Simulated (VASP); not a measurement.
# Ge (Fd-3m) in VASP: relaxation of cell and atoms with PBE+D3(BJ)

Aim: the relaxation of cell and atoms of Ge with PBE+D3(BJ).

Everything below comes from runs of VASP 6.6.1. Logs are shortened: lines on timing, memory, paths and dates and some standing lists are left out, and cuts for length are marked.

### 1 The cell of the first run

It takes space group Fd-3m (No. 227, cubic). The conventional cell has a = 5.500 Å, b = 5.500 Å, c = 5.500 Å, α = 90.00°, β = 90.00°, γ = 90.00°. Ge (site symmetry -43m) has 4 Ge at 2.38 Å within 3.1 Å.

### 2 Relaxation of cell and atoms, PBE+D3(BJ), collinear spin, target pressure 12 GPa, at which the enthalpy is minimised

INCAR reads:

```
SYSTEM = Ge
ALGO     = Normal         ! electronic algorithm
EDIFF    = 1E-7           ! SCF threshold, eV
EDIFFG   = -0.008         ! ionic threshold
ENCUT    = 600            ! plane-wave cutoff, eV
GGA      = PE             ! functional
IBRION   = 2              ! ionic algorithm
ISIF     = 3              ! what is computed and relaxed
ISMEAR   = 0              ! smearing method
ISPIN    = 2              ! spin polarisation
IVDW     = 12             ! dispersion correction
LASPH    = .True.         ! aspherical terms in the spheres
LCHARG   = .False.        ! write CHGCAR
LORBIT   = 11             ! projections on sites
LREAL    = .False.        ! projectors in reciprocal space
LUSENCCL = .False.      
LWAVE    = .False.        ! write WAVECAR
MAGMOM   = 2 4            ! initial moments
NELM     = 150            ! most SCF steps
NSW      = 70             ! ionic steps
PREC     = Accurate       ! precision mode
PSTRESS  = 120.0        
SIGMA    = 0.1            ! smearing width, eV
```

KPOINTS reads:

```
k-points
0
Gamma
  12 12 12
  0 0 0
```

POSCAR reads:

```
Ge
1.0
    0.0000000000      2.7500142816      2.7500142816
    2.7500142816      0.0000000000      2.7500142816
    2.7500142816      2.7500142816      0.0000000000
Ge
2
Direct
    0.5000000000      0.5000000000      0.5000000000
    0.7500000000      0.7500000000      0.7500000000
```

Potentials or basis: VASP PAW PBE potentials, release 64 (Ge_d).

Launch:

```console
$ cat potpaw_PBE.64/Ge_d/POTCAR > POTCAR
$ mpirun -np 1 vasp_std > vasp.out
```

OUTCAR:

```text
SYSTEM = Ge
   EDIFF = 1E-7
   EDIFFG = -0.008
   ENCUT = 600
   GGA = PE
   IBRION = 2
   ISIF = 3
   ISMEAR = 0
   ISPIN = 2
   IVDW = 12
   LASPH = .True.
   LORBIT = 11
   LREAL = .False.
   NELM = 150
   NSW = 70
   PREC = Accurate
   PSTRESS = 120.0
 IVDW          = 12

 ion  position               nearest neighbor table
   1  0.500  0.500  0.500-   2 2.38   2 2.38   2 2.38   2 2.38
   2  0.750  0.750  0.750-   1 2.38   1 2.38   1 2.38   1 2.38

  LATTYP: Found a face centered cubic cell.
 ALAT       =     5.5000285632

  Lattice vectors:

 A1 = (   0.0000000000,   2.7500142816,   2.7500142816)
 A2 = (   2.7500142816,   0.0000000000,   2.7500142816)
 A3 = (   2.7500142816,   2.7500142816,   0.0000000000)

Analysis of symmetry for initial positions (statically):
=====================================================================
 Subroutine PRICEL returns:
 Original cell was already a primitive cell.

 Routine SETGRP: Setting up the symmetry group for a
 face centered cubic supercell.

 Subroutine GETGRP returns: Found 48 space group operations
 (whereof 24 operations were pure point group operations)
 out of a pool of 48 trial point group operations.

The static configuration has the point symmetry T_d .
 The point group associated with its full space group is O_h .

Analysis of symmetry for dynamics (positions and initial velocities):
=====================================================================
 Subroutine PRICEL returns:
 Original cell was already a primitive cell.

 Routine SETGRP: Setting up the symmetry group for a
 face centered cubic supercell.

 Subroutine GETGRP returns: Found 48 space group operations
 (whereof 24 operations were pure point group operations)
 out of a pool of 48 trial point group operations.

The dynamic configuration has the point symmetry T_d .
 The point group associated with its full space group is O_h .

Analysis of structural, dynamic, and magnetic symmetry:
=====================================================================
 Subroutine PRICEL returns:
 Original cell was already a primitive cell.

 Routine SETGRP: Setting up the symmetry group for a
 face centered cubic supercell.

 Subroutine GETGRP returns: Found 24 space group operations
 (whereof 24 operations were pure point group operations)
 out of a pool of 48 trial point group operations.

The overall configuration has the point symmetry T_d .

 Subroutine INISYM returns: Found 24 space group operations
 (whereof 24 operations are pure point group operations),
 and found     1 'primitive' translations

----------------------------------------------------------------------------------------

                                     Primitive cell

  volume of cell :      41.5944

  direct lattice vectors                    reciprocal lattice vectors
     0.000000000  2.750014282  2.750014282    -0.181817238  0.181817238  0.181817238
     2.750014282  0.000000000  2.750014282     0.181817238 -0.181817238  0.181817238
     2.750014282  2.750014282  0.000000000     0.181817238  0.181817238 -0.181817238

  length of vectors
     3.889107494  3.889107494  3.889107494     0.314916693  0.314916693  0.314916693

  position of ions in fractional coordinates (direct lattice)
     0.500000000  0.500000000  0.500000000
     0.750000000  0.750000000  0.750000000

  ion indices of the primitive-cell ions
   primitive index   ion index
                 1           1
                 2           2

----------------------------------------------------------------------------------------

 KPOINTS: k-points

Automatic generation of k-mesh.
 Grid dimensions read from file:
 generate k-points for:   12   12   12

 Generating k-lattice:

  Cartesian coordinates                     Fractional coordinates (reciprocal lattice)
    -0.015151436  0.015151436  0.015151436     0.083333333  0.000000000  0.000000000
     0.015151436 -0.015151436  0.015151436     0.000000000  0.083333333  0.000000000
     0.015151436  0.015151436 -0.015151436     0.000000000  0.000000000  0.083333333

  Length of vectors
     0.026243058  0.026243058  0.026243058

  Shift w.r.t. Gamma in fractional coordinates (k-lattice)
     0.000000000  0.000000000  0.000000000

 Subroutine IBZKPT returns following result:
 ===========================================

 Found     72 irreducible k-points:

 Following reciprocal coordinates:
            Coordinates               Weight
  0.000000  0.000000  0.000000      1.000000
  0.083333  0.000000  0.000000      8.000000
  0.166667  0.000000  0.000000      8.000000
  0.250000  0.000000  0.000000      8.000000
  0.333333  0.000000  0.000000      8.000000
  0.416667  0.000000  0.000000      8.000000
[... 16 lines left out ...]
  0.500000  0.166667  0.000000     24.000000
 -0.416667  0.166667  0.000000     24.000000
 [... further k-points ...]
   k-points           NKPTS =     72   k-points in BZ     NKDIM =     72   number of bands    NBANDS=     21
   number of dos      NEDOS =    301   number of ions     NIONS =      2
   total plane-waves  NPLWV =  32768
   dimension x,y,z NGX =    32 NGY =   32 NGZ =   32
   dimension x,y,z NGXF=    64 NGYF=   64 NGZF=   64
   ions per type =               2
   NGX,Y,Z   is equivalent  to a cutoff of  13.68, 13.68, 13.68 a.u.
   NGXF,Y,Z  is equivalent  to a cutoff of  27.36, 27.36, 27.36 a.u.
 SYSTEM =  Ge
   PREC   = accura    normal or accurate (medium, high low for compatibility)
   ISTART =      0    job   : 0-new  1-cont  2-samecut
   ICHARG =      2    charge: 1-file 2-atom 10-const
   ISPIN  =      2    spin polarized calculation?
   LNONCOLLINEAR =      F non collinear calculations
   LSORBIT =      F    spin-orbit coupling
   LASPH  =      T    aspherical Exc in radial PAW
   ENCUT  =  600.0 eV  44.10 Ry    6.64 a.u.   7.77  7.77  7.77*2*pi/ulx,y,z
   NELM   =    150;   NELMIN=  2; NELMDL= -5     # of ELM steps
   EDIFF  = 0.1E-06   stopping-criterion for ELM
   LREAL  =      F    real-space projection
   EDIFFG = -.8E-02   stopping-criterion for IOM
   NSW    =     70    number of steps for IOM
   IBRION =      2    ionic relax: 0-MD 1-quasi-New 2-CG
   NFREE  =      1    steps in history (QN), initial steepest desc. (CG)
   ISIF   =      3    stress and relaxation
   ISYM   =      2    0-nonsym 1-usesym 2-fastsym
   POTIM  = 0.5000    time-step for ionic-motion
   TEBEG  =    0.0;   TEEND  =   0.0 temperature during run
   PSTRESS=  120.0 pullay stress
   NELECT =      28.0000    total number of electrons
   NUPDOWN=      -1.0000    fix difference up-down
   EMIN   =  10.00;   EMAX   =-10.00  energy-range for DOS
   EFERMI =   0.00;   METHOD = LEGACY
   ISMEAR =     0;   SIGMA  =   0.10  broadening in eV -4-tet -1-fermi 0-gaus
   EFERMI_NEDOS =   21; number of points for ismear=-14 and -15
   IALGO  =     38    algorithm
   IMIX   =      4    mixing-type and parameters
     AMIX     =   0.40;   BMIX     =  1.00
     AMIX_MAG =   1.60;   BMIX_MAG =  1.00
  volume/ion in A,a.u.               =      20.80       140.35
  Fermi-wavevector in a.u.,A,eV,Ry     =   1.434771  2.711324 28.008512  2.058568
  Thomas-Fermi vector in A             =   2.554143
   LORBIT       =     11    0 simple, 1 ext, 2 COOP (PROOUT), +10 PAW based schemes
   GGA     = PE    functional components
   LHFCALC =     F    Hartree Fock is set to
   AEXX    =    0.0000 exact exchange contribution
   IVDW    =    12    specifies the selected vdW correction
   LEPSILON=     F    determine dielectric tensor
   LRPA    =     F    only Hartree local field effects (RPA)
 conjugate gradient relaxation of ions
 spin polarized calculation
 Gauss-broadening in eV      SIGMA  =   0.10
  energy-cutoff  :      600.00
  volume of cell :       41.59
 maximum number of plane-waves:      1411
   NGX = 15   NGY = 15   NGZ = 15

--------------------------------------- Ionic step        1  -------------------------------------------

 number of electron      28.0000002 magnetization       0.0000951

 number of electron      28.0000002 magnetization      -0.0000130

 Free energy of the ion-electron system (eV)
  ---------------------------------------------------
  ext. energy  EPLUGINS =         0.00000000
  ---------------------------------------------------
  free energy    TOTEN  =        -8.84275626 eV

  energy without entropy =       -8.84275376  energy(sigma->0) =       -8.84275501

------------------------ aborting loop because EDIFF is reached ----------------------------------------

 Edisp (eV)   -0.64867

 E8    (eV) :    -0.2910

  FORCE on cell =-STRESS in cart. coord.  units (eV):
  Direction    XX          YY          ZZ          XY          YZ          ZX
  --------------------------------------------------------------------------------------
  -------------------------------------------------------------------------------------
  Total       2.29672     2.29672     2.29672     0.00000     0.00000    -0.00000
  in kB      88.46741    88.46741    88.46741     0.00000     0.00000    -0.00000
  external pressure =      -31.53 kB  Pullay stress =      120.00 kB
[... 69 lines left out ...]
--------------------------------------- Ionic step        3  -------------------------------------------

 number of electron      28.0000018 magnetization       0.0000000

 number of electron      28.0000018 magnetization      -0.0000000

 Free energy of the ion-electron system (eV)
  ---------------------------------------------------
  ext. energy  EPLUGINS =         0.00000000
  ---------------------------------------------------
  free energy    TOTEN  =        -8.74802956 eV

  energy without entropy =       -8.74802353  energy(sigma->0) =       -8.74802655

 E-fermi :   6.3568     XC(G=0): -10.4747

 val. band max:        6.1692443169   @ k =   0.0000   0.0000   0.0000
 cond. band min:       6.5603146735   @ k =   0.4167   0.4167   0.0000
 fundamental gap:      0.3910703567
 Fermi energy:         6.3567672946

 spin component 1

 k-point     1 :       0.0000    0.0000    0.0000
  band No.  band energies     occupation
      1     -18.8467      1.00000
      2     -18.8467      1.00000
      3     -18.8467      1.00000
      4     -18.8008      1.00000
      5     -18.8008      1.00000
      6     -18.5206      1.00000
[... 565 lines left out ...]
     20      16.2473      0.00000
     21      17.0141      0.00000

 [... further k-points ...]

 spin component 2

 k-point     1 :       0.0000    0.0000    0.0000
  band No.  band energies     occupation
      1     -18.8467      1.00000
      2     -18.8467      1.00000
      3     -18.8467      1.00000
      4     -18.8008      1.00000
      5     -18.8008      1.00000
      6     -18.5206      1.00000
[... 600 lines left out ...]
  FREE ENERGIE OF THE ION-ELECTRON SYSTEM (eV)
  ---------------------------------------------------
  free  energy   TOTEN  =        -9.4159794497 eV

  energy  without entropy=       -9.4159734226  energy(sigma->0) =       -9.41597644

  enthalpy is  TOTEN    =        -6.3879475436 eV   P V=        3.0280319062

 reached required accuracy - stopping structural energy minimisation

 total charge

# of ion       s       p       d       tot
------------------------------------------
    1        1.123   1.392  10.044  12.559
    2        1.123   1.392  10.044  12.559
--------------------------------------------------
tot          2.247   2.784  20.088  25.119

 magnetization (x)

# of ion       s       p       d       tot
------------------------------------------
    1       -0.000  -0.000   0.000  -0.000
    2        0.000   0.000   0.000   0.000
--------------------------------------------------
tot          0.000  -0.000   0.000   0.000
```

Run time: 2.8 min. Hardware: 1 × NVIDIA H100 80GB with 1 thread of AMD EPYC 7R13 (Zen 3), shared host; peak memory 1.3 GiB.

What came out:

| Item | Value |
| --- | --- |
| Free energy | -9.4160 eV |
| Relaxed volume | 20.21 Å³/atom |
| Relaxed cell | a = 3.852 Å, b = 3.852 Å, c = 3.852 Å, α = 60.00°, β = 60.00°, γ = 60.00° |
| Space group after relaxing (to 0.1 Å) | Fd-3m (No. 227) |
| Energy change on relaxing (the run minimises the enthalpy) | +37.7 meV/atom |
| Ionic steps | 3 |
| Pressure after relaxing | 12.0 GPa |
| Band gap on the k mesh | 0.39 eV (least direct gap 1.11 eV) |
| Net moment | 0.00 μB per cell |
| Valence electrons inside the program's atomic spheres | Ge 12.56 |
| Dispersion energy per atom | -0.334 eV |

Step by step:
```csv
step,energy change (eV),largest force (eV/Å),pressure (GPa),volume (Å³)
1,0.0000,0.0000,8.85,41.59
2,0.1840,0.0000,15.95,39.18
3,0.0754,0.0000,11.99,40.43
```

Final structure:
```xyz
2
Lattice="0.0000 2.7241 2.7241 2.7241 0.0000 2.7241 2.7241 2.7241 0.0000" Properties=species:S:1:pos:R:3 pbc="T T T"
Ge    2.7241    2.7241    2.7241
Ge    4.0861    4.0861    4.0861
```

Caveat: the cell is relaxed towards a set pressure, so the run minimises the enthalpy, not the energy. A k mesh can miss the band edges.
